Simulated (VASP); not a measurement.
Ir, 2 atoms in the cell. The structure is hexagonal, space group P6_3/mmc (No. 194). Conventional cell: a = 2.642 Å, b = 2.642 Å, c = 4.167 Å, α = 90.00°, β = 90.00°, γ = 120.00°. Ir (site symmetry -6m2) has 12 Ir at 2.58 to 2.64 Å within 3.4 Å. This isn't the form of Ir at room conditions, which is fcc.

* Program: VASP 6.6.1
* Task: single point
* Functional: LDA
* Potentials or basis: VASP PAW LDA potentials, release 64 (Ir_sv_GW)
* Cutoff: 560 eV
* k mesh: 18 × 18 × 10
* Occupations: gaussian, width 0.15 eV
* Spin: no spin polarisation
* Dipole correction: no
* Further INCAR settings: ALGO = Normal; EDIFF = 1e-06; NBANDS = 24

Potentials or basis: VASP PAW LDA potentials, release 64 (Ir_sv_GW).

Command:

```sh
$ cat potpaw_LDA.64/Ir_sv_GW/POTCAR > POTCAR
$ mpirun -np 1 vasp_std > vasp.out
```

Hardware: 1 thread of Intel(R) Xeon(R) 6975P-C (Granite Rapids), on a shared host.

Q: How long does it take, and how much memory?

A: It took 39 s on 1 thread of Intel(R) Xeon(R) 6975P-C (Granite Rapids) (shared host), peak memory 0.23 GiB. Counts: scf iterations 12, k points 222.
